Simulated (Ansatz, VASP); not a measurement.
HgH8 in VASP and in Ansatz

File POSCAR:

```
HgH8
1.0
    5.8708322000     -3.9422961000      0.0000000000
    5.8708322000      3.9422961000      0.0000000000
   -1.5096448000      0.0000000000      4.5404267000
Hg H
1 8
Direct
    0.6315990000      0.6315990000      0.3508300000
    0.6246570000      0.2182150000      0.7983130000
    0.6156710000      0.1259710000      0.6812860000
    0.1259710000      0.6156710000      0.6812860000
    0.2182150000      0.6246570000      0.7983130000
    0.2298290000      0.2298290000      0.9781410000
    0.9706780000      0.9706780000      0.2370750000
    0.1817660000      0.1817660000      0.0509310000
    0.0087570000      0.0087570000      0.3960460000
```

The input INCAR.step1:

```
SYSTEM = HgH8
ALGO     = Normal         ! electronic algorithm
EDIFF    = 1E-4           ! SCF threshold, eV
ENCUT    = 520            ! plane-wave cutoff, eV
GGA      = PE             ! functional
ISMEAR   = 0              ! smearing method
LASPH    = .True.         ! aspherical terms in the spheres
LCHARG   = .False.        ! write CHGCAR
LREAL    = .False.        ! projectors in reciprocal space
LWAVE    = .True.         ! write WAVECAR
NBANDS   = 20             ! bands
NELM     = 60             ! most SCF steps
PREC     = Accurate       ! precision mode
SIGMA    = 0.02           ! smearing width, eV
```

The input INCAR.step2:

```
SYSTEM = HgH8
ALGO     = Normal         ! electronic algorithm
EDIFF    = 1E-7           ! SCF threshold, eV
ENCUT    = 520            ! plane-wave cutoff, eV
ISIF     = 2              ! what is computed and relaxed
ISMEAR   = 0              ! smearing method
ISTART   = 1            
LASPH    = .True.         ! aspherical terms in the spheres
LCHARG   = .True.         ! write CHGCAR
LELF     = .True.         ! ELF
LMIXTAU  = .True.       
LREAL    = .False.        ! projectors in reciprocal space
LVHAR    = .True.       
LWAVE    = .False.        ! write WAVECAR
METAGGA  = R2SCAN         ! meta-GGA
NBANDS   = 20             ! bands
NELM     = 60             ! most SCF steps
PREC     = Accurate       ! precision mode
SIGMA    = 0.02           ! smearing width, eV
```

File KPOINTS:

```
k-points
0
Gamma
  4 4 6
  0 0 0
```

Input for Ansatz:

```yaml
crystal:
  lattice:
    - [5.8708322, -3.9422961, 0.0]
    - [5.8708322, 3.9422961, 0.0]
    - [-1.5096448, 0.0, 4.5404267]
  atoms:
    - { symbol: Hg, position: [0.631599, 0.631599, 0.35083] }
    - { symbol: H, position: [0.624657, 0.218215, 0.798313] }
    - { symbol: H, position: [0.615671, 0.125971, 0.681286] }
    - { symbol: H, position: [0.125971, 0.615671, 0.681286] }
    - { symbol: H, position: [0.218215, 0.624657, 0.798313] }
    - { symbol: H, position: [0.229829, 0.229829, 0.978141] }
    - { symbol: H, position: [0.970678, 0.970678, 0.237075] }
    - { symbol: H, position: [0.181766, 0.181766, 0.050931] }
    - { symbol: H, position: [0.008757, 0.008757, 0.396046] }
basis:
  ecutwfc: 500
kpoints:
  mp_grid: { grid: [4, 4, 6] }
  band_path:
    path:
      - [[0.0, 0.0, 0.0], [-0.37519213, 0.37519213, 0.0]]
      - [[0.37519213, 0.62480787, 0.0], [0.5, 0.5, 0.0], [0.0, 0.0, 0.0], [0.5, 0.5, -0.5], [0.2782639, 0.7217361, -0.5]]
      - [[-0.2782639, 0.2782639, -0.5], [0.0, 0.0, -0.5], [0.0, 0.0, 0.0]]
      - [[0.0, 0.5, -0.5], [0.0, 0.0, 0.0], [0.0, 0.5, 0.0]]
    npoints: 14
hamiltonian:
  xc: r2scan
scf:
  occupations: { method: gaussian, width: 0.02 }
  n_extra_bands: 22
output:
  forces: true
  stress: true
  eigenvalues: true
  populations: true
  dos: { projected: true, de: 0.02, nscf_kmesh: { grid: [6, 6, 9] } }
  bader: true
  write_density: true
  write_potential: true
  elf: true
  volumetric_format: npy
```

Alike in both runs: task single point; functional r2SCAN; k mesh 4 × 4 × 6; occupations gaussian, width 0.02 eV; no spin polarisation.

|  | VASP | Ansatz |
| --- | --- | --- |
| version | VASP 6.6.1 | Ansatz 0.2.0 |
| potentials or method | VASP PAW PBE potentials, release 64 (Hg, H), cutoff 520 eV | scalar-relativistic, plane waves, PAW |
| valence electrons in the cell | 20 | 28 |

VASP gave:

```
gap on the k mesh at the Fermi level (eV)                     : 4.94
least direct gap on the mesh (eV)                             : 4.94
pressure (GPa)                                                : -0.4
traceless stress, the component that is largest in VASP (GPa) : 0.17
rms of the force components (eV/Å)                            : 0.158
```

Which values does Ansatz return?

gap on the k mesh at the Fermi level (eV): 4.92; least direct gap on the mesh (eV): 4.92; pressure (GPa): -0.3; traceless stress, the component that is largest in VASP (GPa): 0.17; rms of the force components (eV/Å): 0.162.

VASP's potentials were made for PBE, not for r2SCAN. Atom by atom the forces differ by 0.004 eV/Å (rms over components). VASP's potentials hold 20 valence electrons a cell and Ansatz's 28, so a difference there can come from the potentials and not from the codes.

Spin-orbit coupling is off throughout.
